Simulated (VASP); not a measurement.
Write the native input for VASP 6.6.1 that does the following.

| Item | Value |
| --- | --- |
| Task | single point |
| Functional | PBE |
| Potentials or basis | VASP PAW PBE potentials, release 64 (Br) |
| Cutoff | 520 eV |
| k mesh | 8 × 8 × 4 |
| Occupations | gaussian, width 0.02 eV |
| Spin | no spin polarisation |
| Dipole correction | no |
| Further INCAR settings | ALGO = Normal; EDIFF = 1e-06; NBANDS = 22 |

The structure of Br lies in POSCAR:

```
Br
1.0
    4.5384218571     -2.1511862717      0.0000000000
    4.5384218571      2.1511862717      0.0000000000
    0.0000000000      0.0000000000      8.7351905102
Br
4
Direct
    0.8607877161      0.1392122839      0.1182092780
    0.6392122839      0.3607877161      0.6182092780
    0.1392122839      0.8607877161      0.8817907220
    0.3607877161      0.6392122839      0.3817907220
```

The input as run:

INCAR

```
ALGO = Normal ; EDIFF = 1E-6
ENCUT = 520 ; GGA = PE
ISIF = 2 ; ISMEAR = 0
LASPH = True ; LCHARG = False
LREAL = False ; LWAVE = False
NBANDS = 22 ; NELM = 80
PREC = Accurate ; SIGMA = 0.02
```

KPOINTS

```
k-points
0
Gamma
  8 8 4
```

Potentials or basis: VASP PAW PBE potentials, release 64 (Br).

Command:

```console
$ cat potpaw_PBE.64/Br/POTCAR > POTCAR
$ mpirun -np 1 vasp_std > vasp.out
```

It gave:

```yaml
Pressure: -0.1 GPa
Largest_force: 0.016 eV/Å
Band_gap_on_the_k_mesh: 1.38 eV
```

Caveat: this functional lacks dispersion, which holds the molecules together, so the pressure and a relaxed volume are unreliable.

Run time: 6.6 min on 1 thread of Intel Xeon 8259CL (shared host), peak memory 0.42 GiB.
